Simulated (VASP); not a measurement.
Runs of VASP 6.6.1 on Ga. The structure is that of space group Fm-3m (No. 225), or close to it. The cells are those of the table. This isn't the form of Ga at room conditions, which is orthorhombic.

| task | cell | k mesh | cutoff (eV) | gap on the mesh (eV) | pressure (GPa) |
| --- | --- | --- | --- | --- | --- |
| single point | a = 3.208 Å, angles 60.0°, 1 atom | 20 × 20 × 20 | 520 | none | -2.0 |
| single point | a = 3.247 Å, angles 60.0°, 1 atom | 20 × 20 × 20 | 520 | none | -2.7 |
| single point | a = 3.168 Å, angles 60.0°, 1 atom | 20 × 20 × 20 | 520 | none | -1.2 |
| single point | a = 3.127 Å, angles 60.0°, 1 atom | 13 × 13 × 13 | 520 | none | (a) |
| single point | a = 3.084 Å, angles 60.0°, 1 atom | 20 × 20 × 20 | 520 | none | 1.4 |
| relaxation of cell and atoms | relaxed from a = 3.026 Å, angles 60.0°, 1 atom | 13 × 13 × 13 | 600 | none | 0.0 |
| single point | a = 3.041 Å, angles 60.0°, 1 atom | 20 × 20 × 20 | 520 | none | 3.1 |
| single point | a = 2.996 Å, angles 60.0°, 1 atom | 20 × 20 × 20 | 520 | none | (b) |

Alike in all rows: level BLYP; potentials or basis VASP PAW PBE potentials, release 64 (Ga_d); no spin polarisation; smearing fermi-dirac 0.1 eV.

Q: Estimate the missing entries.

A: (a) -0.1; (b) 5.3.

Caveats: the PAW data sets were made with another functional, which shifts forces and pressure a little; the cell stands under pressure (at least some runs).

A k mesh can miss the band edges, and the runs leave out spin-orbit coupling on Ga.

A gap of «none» marks levels without a gap at the run's occupations.
